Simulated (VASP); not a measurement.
# I (Im-3m) in VASP: a series of runs

Runs on I. Level: r2SCAN. Tasks: single point.

Program: VASP 6.6.1. These are calculated values, not measurements. Logs are shortened: lines on timing, memory, paths and dates and some standing lists are left out, and cuts for length are marked.

## 1. The cell of the first run

It takes space group Im-3m (No. 229, cubic). The conventional cell has a = 4.179 Å, b = 4.179 Å, c = 4.179 Å, α = 90.00°, β = 90.00°, γ = 90.00°. I (site symmetry m-3m) has 14 I at 3.62 to 4.18 Å within 4.8 Å.

## 2. Single point, r2SCAN, non-collinear spin, zero start, spin-orbit coupling

The input, POSCAR:

```
I
1.0
   -2.0893754423      2.0893754423      2.0893754423
    2.0893754423     -2.0893754423      2.0893754423
    2.0893754423      2.0893754423     -2.0893754423
I
1
Direct
    0.0000000000      0.0000000000      0.0000000000
```

The input, INCAR.step1:

```
SYSTEM = I
PREC = Accurate
ENCUT = 520
ISMEAR = 0
SIGMA = 0.1
LREAL = .FALSE.
LASPH = .TRUE.
NELM = 150
MAGMOM = 0 0 0
LSORBIT = .TRUE.
GGA_COMPAT = .FALSE.
NBANDS = 18
GGA = PE
ALGO = Normal
EDIFF = 1E-4
LWAVE = .TRUE.
LCHARG = .FALSE.
```

The input, INCAR.step2:

```
SYSTEM = I
PREC = Accurate
ENCUT = 520
EDIFF = 1E-6
ISMEAR = 0
SIGMA = 0.1
LREAL = .FALSE.
LASPH = .TRUE.
NELM = 150
ALGO = Normal
ISIF = 2
LWAVE = .FALSE.
LCHARG = .FALSE.
MAGMOM = 0 0 0
LORBIT = 11
LSORBIT = .TRUE.
GGA_COMPAT = .FALSE.
LORBMOM = .TRUE.
METAGGA = R2SCAN
LMIXTAU = .TRUE.
NBANDS = 18
ISTART = 1
```

The input, KPOINTS:

```
regular mesh
0
G
  8 8 8
  0 0 0
```

Potentials or basis: VASP PAW PBE potentials, release 64 (I).

Run with:

```sh
$ cat potpaw_PBE.64/I/POTCAR > POTCAR
$ cp INCAR.step1 INCAR
$ mpirun -np 1 vasp_ncl > vasp.out
$ cp INCAR.step2 INCAR
$ mpirun -np 1 vasp_ncl > vasp.out
```

OUTCAR:

```text
SYSTEM = I
   PREC = Accurate
   ENCUT = 520
   EDIFF = 1E-6
   ISMEAR = 0
   LREAL = .FALSE.
   LASPH = .TRUE.
   NELM = 150
   ISIF = 2
   LORBIT = 11
   LSORBIT = .TRUE.
   METAGGA = R2SCAN
   ISTART = 1

 ion  position               nearest neighbor table
   1  0.000  0.000  0.000-

  LATTYP: Found a body centered cubic cell.
 ALAT       =     4.1787508846

  Lattice vectors:

 A1 = (  -2.0893754423,   2.0893754423,   2.0893754423)
 A2 = (   2.0893754423,  -2.0893754423,   2.0893754423)
 A3 = (   2.0893754423,   2.0893754423,  -2.0893754423)

Analysis of symmetry for initial positions (statically):
=====================================================================
 Subroutine PRICEL returns:
 Original cell was already a primitive cell.

 Routine SETGRP: Setting up the symmetry group for a
 body centered cubic supercell.

 Subroutine GETGRP returns: Found 48 space group operations
 (whereof 48 operations were pure point group operations)
 out of a pool of 48 trial point group operations.

The static configuration has the point symmetry O_h .

Analysis of symmetry for dynamics (positions and initial velocities):
=====================================================================
 Subroutine PRICEL returns:
 Original cell was already a primitive cell.

 Routine SETGRP: Setting up the symmetry group for a
 body centered cubic supercell.

 Subroutine GETGRP returns: Found 48 space group operations
 (whereof 48 operations were pure point group operations)
 out of a pool of 48 trial point group operations.

The dynamic configuration has the point symmetry O_h .

Analysis of structural, dynamic, and magnetic symmetry:
=====================================================================
 Subroutine PRICEL returns:
 Original cell was already a primitive cell.

 Routine SETGRP: Setting up the symmetry group for a
 body centered cubic supercell.

 Subroutine GETGRP returns: Found 48 space group operations
 (whereof 48 operations were pure point group operations)
 out of a pool of 48 trial point group operations.

The overall configuration has the point symmetry O_h .

 Subroutine INISYM returns: Found 48 space group operations
 (whereof 48 operations are pure point group operations),
 and found     1 'primitive' translations

----------------------------------------------------------------------------------------

                                     Primitive cell

  volume of cell :      36.4846

  direct lattice vectors                    reciprocal lattice vectors
    -2.089375442  2.089375442  2.089375442     0.000000000  0.239305962  0.239305962
     2.089375442 -2.089375442  2.089375442     0.239305962  0.000000000  0.239305962
     2.089375442  2.089375442 -2.089375442     0.239305962  0.239305962  0.000000000

  length of vectors
     3.618904422  3.618904422  3.618904422     0.338429737  0.338429737  0.338429737

  position of ions in fractional coordinates (direct lattice)
     0.000000000  0.000000000  0.000000000

  ion indices of the primitive-cell ions
   primitive index   ion index
                 1           1

----------------------------------------------------------------------------------------

 KPOINTS: regular mesh

Automatic generation of k-mesh.
 Grid dimensions read from file:
 generate k-points for:    8    8    8

 Generating k-lattice:

  Cartesian coordinates                     Fractional coordinates (reciprocal lattice)
     0.000000000  0.029913245  0.029913245     0.125000000  0.000000000  0.000000000
     0.029913245  0.000000000  0.029913245     0.000000000  0.125000000  0.000000000
     0.029913245  0.029913245  0.000000000     0.000000000  0.000000000  0.125000000

  Length of vectors
     0.042303717  0.042303717  0.042303717

  Shift w.r.t. Gamma in fractional coordinates (k-lattice)
[... 47 lines left out ...]
   LNONCOLLINEAR =      T non collinear calculations
   LSORBIT =      T    spin-orbit coupling
   LASPH  =      T    aspherical Exc in radial PAW
   ENCUT  =  520.0 eV  38.22 Ry    6.18 a.u.   6.73  6.73  6.73*2*pi/ulx,y,z
   NELM   =    150;   NELMIN=  2; NELMDL=  0     # of ELM steps
   EDIFF  = 0.1E-05   stopping-criterion for ELM
   LREAL  =      F    real-space projection
   EDIFFG = 0.1E-04   stopping-criterion for IOM
   NSW    =      0    number of steps for IOM
   IBRION =     -1    ionic relax: 0-MD 1-quasi-New 2-CG
   NFREE  =      0    steps in history (QN), initial steepest desc. (CG)
   ISIF   =      2    stress and relaxation
   ISYM   =      2    0-nonsym 1-usesym 2-fastsym
   POTIM  = 0.5000    time-step for ionic-motion
   TEBEG  =    0.0;   TEEND  =   0.0 temperature during run
   PSTRESS=    0.0 pullay stress
   NELECT =       7.0000    total number of electrons
   NUPDOWN=      -1.0000    fix difference up-down
   EMIN   =  10.00;   EMAX   =-10.00  energy-range for DOS
   EFERMI =   0.00;   METHOD = LEGACY
   ISMEAR =     0;   SIGMA  =   0.10  broadening in eV -4-tet -1-fermi 0-gaus
   EFERMI_NEDOS =   21; number of points for ismear=-14 and -15
   IALGO  =     38    algorithm
   IMIX   =      4    mixing-type and parameters
     AMIX     =   0.40;   BMIX     =  1.00
     AMIX_MAG =   1.60;   BMIX_MAG =  1.00
  volume/ion in A,a.u.               =      36.48       246.21
  Fermi-wavevector in a.u.,A,eV,Ry     =   0.944215  1.784308 12.130172  0.891543
  Thomas-Fermi vector in A             =   2.071998
   LORBIT       =     11    0 simple, 1 ext, 2 COOP (PROOUT), +10 PAW based schemes
   METAGGA = R2SCAN    functional components
   LHFCALC =     F    Hartree Fock is set to
   AEXX    =    0.0000 exact exchange contribution
   IVDW    =     0    specifies the selected vdW correction
   LEPSILON=     F    determine dielectric tensor
   LRPA    =     F    only Hartree local field effects (RPA)
 Gauss-broadening in eV      SIGMA  =   0.10
  energy-cutoff  :      520.00
  volume of cell :       36.48
 maximum number of plane-waves:      1986
   NGX = 13   NGY = 13   NGZ = 13

 number of electron       7.0000000 magnetization      -0.0000000     -0.0000000      0.0000000

 number of electron       7.0000000 magnetization      -0.0000000      0.0000000      0.0000000

 Free energy of the ion-electron system (eV)
  ---------------------------------------------------
  ext. energy  EPLUGINS =         0.00000000
  ---------------------------------------------------
  free energy    TOTEN  =       -24.28618661 eV

  energy without entropy =      -24.27609118  energy(sigma->0) =      -24.28113889

 E-fermi :   3.9136     XC(G=0):  -9.2894

 val. band max:        3.8662204757   @ k =   0.5000   0.5000   0.1250
 cond. band min:       3.9152404776   @ k =  -0.3750   0.3750   0.1250
 fundamental gap:      0.0490200019
 Fermi energy:         3.9135518468

 k-point     1 :       0.0000    0.0000    0.0000
  band No.  band energies     occupation
      1      -9.8554      1.00000
      2      -9.8554      1.00000
      3       3.7846      0.96593
      4       3.7846      0.96593
      5       5.1224      0.00000
      6       5.1224      0.00000
[... 481 lines left out ...]
      5       2.1051      1.00000
      6       2.1051      1.00000
[... 10 lines left out ...]
     17      18.6451      0.00000
     18      18.6451      0.00000

 [... further k-points ...]

------------------------ aborting loop because EDIFF is reached ----------------------------------------

  FORCE on cell =-STRESS in cart. coord.  units (eV):
  Direction    XX          YY          ZZ          XY          YZ          ZX
  --------------------------------------------------------------------------------------
  -------------------------------------------------------------------------------------
  Total        0.1280000      0.1280000      0.1280000     -0.0000000      0.0000000     -0.0000000
  in kB        5.6209660      5.6209660      5.6209660     -0.0000000      0.0000000     -0.0000000
  external PRESSURE =       5.6209660 kB  Pullay stress =       0.0000000 kB

 VOLUME and BASIS-vectors are now :
 -----------------------------------------------------------------------------
  energy-cutoff  :      520.00
  volume of cell :       36.48
      direct lattice vectors                 reciprocal lattice vectors
    -2.089375442  2.089375442  2.089375442     0.000000000  0.239305962  0.239305962
     2.089375442 -2.089375442  2.089375442     0.239305962  0.000000000  0.239305962
     2.089375442  2.089375442 -2.089375442     0.239305962  0.239305962  0.000000000

 POSITION                                       TOTAL-FORCE (eV/Angst)
 -----------------------------------------------------------------------------------
      0.00000      0.00000      0.00000         0.000000     -0.000000     -0.000000
 -----------------------------------------------------------------------------------
    total drift:                                0.000000      0.000000      0.000000

  FREE ENERGIE OF THE ION-ELECTRON SYSTEM (eV)
  ---------------------------------------------------
  free  energy   TOTEN  =       -24.2861866052 eV

  energy  without entropy=      -24.2760911824  energy(sigma->0) =      -24.28113889

 orbital moment (x)

 # of ion     p       d       tot
 ----------------------------------------
  1         0.000   0.000   0.000
 ----------------------------------------
            0.000   0.000   0.000

 orbital moment (y)

 # of ion     p       d       tot
 ----------------------------------------
  1        -0.000  -0.000  -0.000
 ----------------------------------------
           -0.000  -0.000  -0.000

 orbital moment (z)

 # of ion     p       d       tot
 ----------------------------------------
  1         0.000   0.000   0.000
 ----------------------------------------
            0.000   0.000   0.000

 Spin-Orbit-Coupling matrix elements

 Ion:    1  E_soc:     -0.4592333
 l=   1
     0.0000000    -0.0764750    -0.0764750
    -0.0764750     0.0000000    -0.0764750
    -0.0764750    -0.0764750     0.0000000
 l=   2
     0.0000000    -0.0000143     0.0000000    -0.0000143    -0.0000496
    -0.0000143     0.0000000    -0.0000372    -0.0000143    -0.0000124
     0.0000000    -0.0000372     0.0000000    -0.0000372     0.0000000
    -0.0000143    -0.0000143    -0.0000372     0.0000000    -0.0000124
    -0.0000496    -0.0000124     0.0000000    -0.0000124     0.0000000
 l=   3
     0.0000000     0.0000000     0.0000000     0.0000000     0.0000000     0.0000000     0.0000000
     0.0000000     0.0000000     0.0000000     0.0000000     0.0000000     0.0000000     0.0000000
     0.0000000     0.0000000     0.0000000     0.0000000     0.0000000     0.0000000     0.0000000
     0.0000000     0.0000000     0.0000000     0.0000000     0.0000000     0.0000000     0.0000000
     0.0000000     0.0000000     0.0000000     0.0000000     0.0000000     0.0000000     0.0000000
     0.0000000     0.0000000     0.0000000     0.0000000     0.0000000     0.0000000     0.0000000
     0.0000000     0.0000000     0.0000000     0.0000000     0.0000000     0.0000000     0.0000000

 total charge

# of ion       s       p       d       tot
------------------------------------------
    1        1.548   2.635   0.018   4.201

 magnetization (x)

# of ion       s       p       d       tot
------------------------------------------
    1        0.000   0.000   0.000   0.000

 magnetization (y)

# of ion       s       p       d       tot
------------------------------------------
    1       -0.000   0.000  -0.000  -0.000

 magnetization (z)

# of ion       s       p       d       tot
------------------------------------------
    1       -0.000   0.000   0.000  -0.000
```

Run time: 2.2 min. Hardware: 1 thread of Intel Xeon 6975P-C (Granite Rapids), shared host; peak memory 0.28 GiB.

Results:

```yaml
Free_energy: -24.2862 eV
Pressure: 0.6 GPa
Net_moment: 0.00 μB per cell
Valence_electrons_inside_the_program's_atomic_spheres: I 4.20
```

Moments on the atoms (μB; x, y, z):
```
I   0.00 0.00 0.00
```

Caveat: the PAW data sets were made with another functional, which shifts forces and pressure a little.

## 3. Single point, r2SCAN, non-collinear spin, zero start, spin-orbit coupling

POSCAR is that of step 2.

The input, INCAR.step1:

```
PREC = Accurate
ENCUT = 520
ISMEAR = 0
SIGMA = 0.1
LREAL = False
LASPH = True
NELM = 150
LNONCOLLINEAR = True
MAGMOM = 0 0 0
LSORBIT = True
GGA_COMPAT = False
NBANDS = 18
GGA = PE
ALGO = Normal
EDIFF = 1E-4
LWAVE = True
LCHARG = False
```

The input, INCAR.step2:

```
PREC = Accurate
ENCUT = 520
EDIFF = 1E-6
ISMEAR = 0
SIGMA = 0.1
LREAL = False
LASPH = True
NELM = 150
ALGO = Normal
ISIF = 2
LWAVE = False
LCHARG = True
LNONCOLLINEAR = True
MAGMOM = 0 0 0
LORBIT = 11
LSORBIT = True
GGA_COMPAT = False
LORBMOM = True
METAGGA = R2SCAN
LMIXTAU = True
LVHAR = True
NBANDS = 18
ISTART = 1
```

The input, KPOINTS:

```
regular mesh
0
Gamma
  10 10 10
```

Potentials or basis: VASP PAW PBE potentials, release 64 (I).

Run with:

```sh
$ cat potpaw_PBE.64/I/POTCAR > POTCAR
$ cp INCAR.step1 INCAR
$ mpirun -np 1 vasp_ncl > vasp.out
$ cp INCAR.step2 INCAR
$ mpirun -np 1 vasp_ncl > vasp.out
```

It took 4.2 min on 1 thread of Intel Xeon 6975P-C (Granite Rapids), shared host; peak memory 0.3 GiB.

The run converged. Its results:

```
Free energy                                           : -24.2899 eV
Pressure                                              : 0.4 GPa
Net moment                                            : 0.00 μB per cell
Valence electrons inside the program's atomic spheres : I 4.20
```

Moments on the atoms (μB; x, y, z):
```
I   0.00 0.00 0.00
```

Caveat: the PAW data sets were made with another functional, which shifts forces and pressure a little.
